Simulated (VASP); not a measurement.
# KCd2P2 (P-6m2) in VASP: a series of runs, part 2 of 2

VASP 6.6.1. The steps go on from the part before.

### 4 Single point, PBE

This run uses another cell than the first one, of 27.12 Å³/atom.

The input, INCAR:

```
SYSTEM = KCd2P2
PREC     = Accurate       ! precision mode
ENCUT    = 500            ! plane-wave cutoff, eV
EDIFF    = 1E-6           ! SCF threshold, eV
ISMEAR   = 0              ! smearing method
SIGMA    = 0.1            ! smearing width, eV
LREAL    = .FALSE.        ! projectors in reciprocal space
LASPH    = .TRUE.         ! aspherical terms in the spheres
NELM     = 120            ! most SCF steps
ALGO     = Normal         ! electronic algorithm
ISIF     = 2              ! what is computed and relaxed
LWAVE    = .FALSE.        ! write WAVECAR
LCHARG   = .FALSE.        ! write CHGCAR
GGA      = PE             ! functional
NBANDS   = 30             ! bands
GGA_COMPAT= .FALSE.
```

The input, KPOINTS:

```
regular mesh
0
G
  6 6 4
  0 0 0
```

The input, POSCAR:

```
KCd2P2
1.0
    4.9916667758      0.0000000000      0.0000000000
   -2.4958333879      4.3229102350      0.0000000000
    0.0000000000      0.0000000000      6.2849149243
K Cd P
1 2 2
Direct
    0.6666666667      0.3333333333      0.0000000000
    0.6666666667      0.3333333333      0.5000000000
    0.3333333333      0.6666666667      0.0000000000
    0.0000000000      0.0000000000      0.6778615402
    0.0000000000      0.0000000000      0.3221384598
```

The run is started by

```console
> cat potpaw_PBE.64/K_sv/POTCAR potpaw_PBE.64/Cd/POTCAR potpaw_PBE.64/P/POTCAR > POTCAR
> mpirun -np 1 vasp_std > vasp.out
```

Wall time 38 s (1 thread of Intel Xeon Platinum 8559C (Emerald Rapids), shared host); peak memory 0.27 GiB.

It converged, with:

```yaml
Free_energy: -11.1723 eV
Pressure: 0.0 GPa
Largest_force: 0.043 eV/Å
Band_gap_on_the_k_mesh: zero (an odd number of electrons rules out a gap without spin polarisation)
```

Forces in eV/Å, atoms in the order of the input:
```
K    0.000  0.000  0.000
Cd   0.000  0.000  0.000
Cd   0.000  0.000  0.000
P    0.000  0.000 -0.043
P    0.000  0.000  0.043
```

Stress tensor (GPa, compression positive):
```
 0.07  0.00  0.00
 0.00  0.07  0.00
 0.00  0.00 -0.04
```

Levels at points of the mesh, in eV from the Fermi level:
```tsv
k point	band 18	band 19	band 20	band 21	band 22	band 23	band 24	band 25
(0.00, 0.00, 0.00)	-2.28	-2.28	-1.94	-0.26	0.33	0.33	2.04	2.04
(0.50, 0.00, 0.00)	-3.59	-2.82	-1.97	-1.13	0.15	0.95	2.97	3.24
(0.00, 0.00, 0.50)	-2.21	-2.17	-2.17	-1.54	-0.24	-0.24	1.81	3.15
(0.50, 0.00, 0.50)	-3.08	-2.72	-2.52	-0.29	-0.03	0.12	1.34	3.59
```

### 5 Relaxation of cell and atoms, PBE

This run uses another cell than the first one, of 28.74 Å³/atom.

The input, INCAR:

```
ALGO     = Normal         # electronic algorithm
EDIFF    = 1E-7           # SCF threshold, eV
EDIFFG   = -0.04          # ionic threshold
ENCUT    = 500            # plane-wave cutoff, eV
GGA      = PE             # functional
GGA_COMPAT= False        
IBRION   = 2              # ionic algorithm
ISIF     = 3              # what is computed and relaxed
ISMEAR   = 0              # smearing method
LASPH    = True           # aspherical terms in the spheres
LCHARG   = False          # write CHGCAR
LREAL    = False          # projectors in reciprocal space
LWAVE    = False          # write WAVECAR
NELM     = 120            # most SCF steps
NELMIN   = 4            
NSW      = 90             # ionic steps
PREC     = Accurate       # precision mode
SIGMA    = 0.1            # smearing width, eV
```

The input, KPOINTS:

```
k-points
0
Gamma
  6 6 2
```

The input, POSCAR:

```
KCd2P2
1.0
    4.3941131700      0.0000000000      0.0000000000
   -2.1970565800      3.8054136300      0.0000000000
    0.0000000000      0.0000000000      8.5925762700
K Cd P
1 2 2
Direct
    0.6666666700      0.3333333300      0.0000000000
    0.6666666700      0.3333333300      0.5000000000
    0.3333333300      0.6666666700      0.0000000000
    0.0000000000      0.0000000000      0.7055339800
    0.0000000000      0.0000000000      0.2944660200
```

Potentials or basis: VASP PAW PBE potentials, release 64 (K_sv, Cd, P).

The run is started by

```console
> cat potpaw_PBE.64/K_sv/POTCAR potpaw_PBE.64/Cd/POTCAR potpaw_PBE.64/P/POTCAR > POTCAR
> mpirun -np 1 vasp_std > vasp.out
```

OUTCAR:

```text
EDIFF = 1E-7
   EDIFFG = -0.04
   ENCUT = 500
   GGA = PE
   IBRION = 2
   ISIF = 3
   ISMEAR = 0
   LASPH = True
   LREAL = False
   NELM = 120
   NELMIN = 4
   NSW = 90
   PREC = Accurate

 ion  position               nearest neighbor table
   1  0.667  0.333  0.000-   3 2.54   3 2.54   3 2.54
   2  0.667  0.333  0.500-   4 3.09   5 3.09   4 3.09   5 3.09   4 3.09   5 3.09
   3  0.333  0.667  0.000-   1 2.54   1 2.54   1 2.54
   4  0.000  0.000  0.706-   2 3.09   2 3.09   2 3.09
   5  0.000  0.000  0.294-   2 3.09   2 3.09   2 3.09

  LATTYP: Found a hexagonal cell.
 ALAT       =     4.3941131700
 C/A-ratio  =     1.9554745036

  Lattice vectors:

 A1 = (   4.3941131700,   0.0000000000,   0.0000000000)
 A2 = (  -2.1970565800,   3.8054136300,   0.0000000000)
 A3 = (   0.0000000000,   0.0000000000,   8.5925762700)

Analysis of symmetry for initial positions (statically):
=====================================================================
 Subroutine PRICEL returns:
 Original cell was already a primitive cell.

 Routine SETGRP: Setting up the symmetry group for a
 hexagonal supercell.

 Subroutine GETGRP returns: Found 12 space group operations
 (whereof 12 operations were pure point group operations)
 out of a pool of 24 trial point group operations.

The static configuration has the point symmetry D_3h.

Analysis of symmetry for dynamics (positions and initial velocities):
=====================================================================
 Subroutine PRICEL returns:
 Original cell was already a primitive cell.

 Routine SETGRP: Setting up the symmetry group for a
 hexagonal supercell.

 Subroutine GETGRP returns: Found 12 space group operations
 (whereof 12 operations were pure point group operations)
 out of a pool of 24 trial point group operations.

The dynamic configuration has the point symmetry D_3h.

[... 113 lines left out ...]
     AMIX_MAG =   1.60;   BMIX_MAG =  1.00
  volume/ion in A,a.u.               =      28.74       193.92
  Fermi-wavevector in a.u.,A,eV,Ry     =   1.095045  2.069336 16.315080  1.199125
  Thomas-Fermi vector in A             =   2.231362
   LORBIT       =      0    0 simple, 1 ext, 2 COOP (PROOUT), +10 PAW based schemes
   GGA     = PE    functional components
   LHFCALC =     F    Hartree Fock is set to
   AEXX    =    0.0000 exact exchange contribution
   IVDW    =     0    specifies the selected vdW correction
   LEPSILON=     F    determine dielectric tensor
   LRPA    =     F    only Hartree local field effects (RPA)
 conjugate gradient relaxation of ions
 non-spin polarized calculation
 Gauss-broadening in eV      SIGMA  =   0.10
  energy-cutoff  :      500.00
  volume of cell :      143.68
 maximum number of plane-waves:      3672
   NGX = 17   NGY = 17   NGZ = 31

--------------------------------------- Ionic step        1  -------------------------------------------

 number of electron      42.9999997 magnetization

 Free energy of the ion-electron system (eV)
  ---------------------------------------------------
  ext. energy  EPLUGINS =         0.00000000
  ---------------------------------------------------
  free energy    TOTEN  =        -7.98059109 eV

  energy without entropy =       -7.96202259  energy(sigma->0) =       -7.97130684

------------------------ aborting loop because EDIFF is reached ----------------------------------------

  FORCE on cell =-STRESS in cart. coord.  units (eV):
  Direction    XX          YY          ZZ          XY          YZ          ZX
  --------------------------------------------------------------------------------------
  -------------------------------------------------------------------------------------
  Total        6.0288697      6.0288697    -10.8483049      0.0000000     -0.0000000     -0.0000000
  in kB       67.2279673     67.2279672   -120.9695211      0.0000001     -0.0000000     -0.0000000
  external PRESSURE =       4.4954711 kB  Pullay stress =       0.0000000 kB
[... 98 lines left out ...]
  FREE ENERGIE OF THE ION-ELECTRON SYSTEM (eV)
  ---------------------------------------------------
  free  energy   TOTEN  =       -10.4726991332 eV

  energy  without entropy=      -10.4586870739  energy(sigma->0) =      -10.46569310

[... ionic steps 4 to 13 ...]

--------------------------------------- Ionic step       14  -------------------------------------------

 number of electron      42.9999996 magnetization

------------------------ aborting loop because EDIFF is reached ----------------------------------------
[... 73 lines left out ...]
--------------------------------------- Ionic step       16  -------------------------------------------

 number of electron      43.0000000 magnetization

 Free energy of the ion-electron system (eV)
  ---------------------------------------------------
  ext. energy  EPLUGINS =         0.00000000
  ---------------------------------------------------
  free energy    TOTEN  =       -11.19635040 eV

  energy without entropy =      -11.17592244  energy(sigma->0) =      -11.18613642

 E-fermi :   1.9586     XC(G=0):  -8.8829

 val. band max:        1.9286674782   @ k =   0.5000   0.0000   0.5000
 cond. band min:       2.1174619991   @ k =   0.1667   0.1667   0.0000
 fundamental gap:      0.1887945209
 Fermi energy:         1.9586400970

 k-point     1 :       0.0000    0.0000    0.0000
  band No.  band energies     occupation
      1     -28.6514      2.00000
      2     -12.3264      2.00000
      3     -12.3264      2.00000
      4     -12.2018      2.00000
      5      -9.7870      2.00000
      6      -6.6664      2.00000
[... 413 lines left out ...]
  FREE ENERGIE OF THE ION-ELECTRON SYSTEM (eV)
  ---------------------------------------------------
  free  energy   TOTEN  =       -11.1963504043 eV

  energy  without entropy=      -11.1759224445  energy(sigma->0) =      -11.18613642

 reached required accuracy - stopping structural energy minimisation
```

OSZICAR:

```text
N       E                     dE             d eps       ncg     rms          rms(c)
DAV:   1     0.283407878065E+03    0.28341E+03   -0.20128E+04   700   0.148E+03
DAV:   2     0.887204226060E+01   -0.27454E+03   -0.27123E+03   766   0.383E+02
DAV:   3    -0.811884667966E+01   -0.16991E+02   -0.16843E+02  1086   0.855E+01
DAV:   4    -0.852208787303E+01   -0.40324E+00   -0.39841E+00   869   0.994E+00
[... 185 lines left out ...]
DAV:   5    -0.111963431368E+02   -0.76391E-05   -0.69826E-05   995   0.666E-02    0.264E-02
DAV:   6    -0.111963491762E+02   -0.60394E-05   -0.10993E-05   959   0.249E-02    0.538E-03
DAV:   7    -0.111963495854E+02   -0.40916E-06   -0.74533E-07   785   0.602E-03    0.306E-03
DAV:   8    -0.111963504374E+02   -0.85206E-06   -0.19375E-07   512   0.308E-03    0.436E-04
DAV:   9    -0.111963504043E+02    0.33151E-07   -0.16668E-08   353   0.100E-03
  16 F= -.11196350E+02 E0= -.11186136E+02  d E =-.215693E-02
```

Run time: 4.8 min. Hardware: 1 thread of Intel Xeon Platinum 8559C (Emerald Rapids), shared host; peak memory 0.27 GiB.

Results:

```
Free energy                           : -11.1964 eV
Relaxed volume                        : 27.63 Å³/atom
Relaxed cell                          : a = 4.960 Å, b = 4.960 Å, c = 6.484 Å, α = 90.00°, β = 90.00°, γ = 120.00°
Space group after relaxing (to 0.1 Å) : P-6m2 (No. 187)
Energy gained by relaxing             : 643.2 meV/atom
Ionic steps                           : 16
Pressure after relaxing               : 0.0 GPa
Largest force after relaxing          : 0.024 eV/Å
Band gap on the k mesh                : zero (an odd number of electrons rules out a gap without spin polarisation)
```

Forces in eV/Å, atoms in the order of the input:
```
K    0.000  0.000  0.000
Cd   0.000  0.000  0.000
Cd   0.000  0.000  0.000
P    0.000  0.000 -0.024
P    0.000  0.000  0.024
```

Step by step:
```tsv
step	energy change (eV)	largest force (eV/Å)	pressure (GPa)	volume (Å³)
1	0.0000	0.5849	0.45	143.68
2	-1.6787	0.8229	-2.03	144.04
3	-2.4921	1.2926	-2.76	142.58
4	-2.8557	0.9054	0.19	134.88
5	-2.9574	1.4809	-2.02	138.57
6	-2.9704	1.3338	-1.77	137.89
7	-2.9672	1.4074	-1.90	138.23
8	-3.0787	0.3127	1.70	129.91
9	-3.1055	0.3723	0.33	132.30
10	-3.1685	0.1205	0.30	133.05
11	-3.2064	0.0990	0.80	134.40
12	-3.2079	0.0903	0.71	134.25
13	-3.2117	0.2933	-0.25	138.43
14	-3.2136	0.1575	0.09	136.87
15	-3.2152	0.0470	-0.05	138.80
16	-3.2158	0.0243	-0.01	138.14
```

Final structure:
```
K Cd P
1.0
     4.95999    0.00000    0.00000
    -2.47999    4.29548    0.00000
     0.00000    0.00000    6.48394
K Cd P
1 2 2
Cartesian
  2.4800 1.4318 0.0000
  2.4800 1.4318 3.2420
  0.0000 2.8637 0.0000
  0.0000 0.0000 4.3518
  0.0000 0.0000 2.1321
```

Caveat: the k points lie up to 0.48 Å⁻¹ apart in the final cell, too coarse for converged energies and pressures of a metal; a cell axis changed by over 15 % at a fixed basis, so the end point is rough.

### 6 The runs side by side

```csv
task,cell,k mesh,gap on the mesh (eV),pressure (GPa),largest force (eV/Å)
single point,"a = 4.939, b = 4.939, c = 6.525 Å, angles 90.0, 90.0, 120.0°, 5 atoms, atomic positions A",6 × 6 × 2,none,0.3,0.03
single point,"a = 4.394, b = 4.394, c = 8.593 Å, angles 90.0, 90.0, 120.0°, 5 atoms, atomic positions B",6 × 6 × 2,none,0.5,0.58
single point,"a = 4.992, b = 4.992, c = 6.285 Å, angles 90.0, 90.0, 120.0°, 5 atoms, atomic positions C",6 × 6 × 4,none,0.0,0.04
relaxation of cell and atoms,"relaxed from a = 4.394, b = 4.394, c = 8.593 Å, angles 90.0, 90.0, 120.0°, 5 atoms, atomic positions B",6 × 6 × 2,none,0.0,0.02
```

Alike in all rows: level PBE; potentials or basis VASP PAW PBE potentials, release 64 (K_sv, Cd, P); no spin polarisation; cutoff (eV) 500; smearing gaussian 0.1 eV.

Caveats: some runs use coarse meshes; a cell axis changed by over 15 % at a fixed basis, so the end point is rough (at least some runs).

Absolute energies hang on the potentials; compare differences alone.
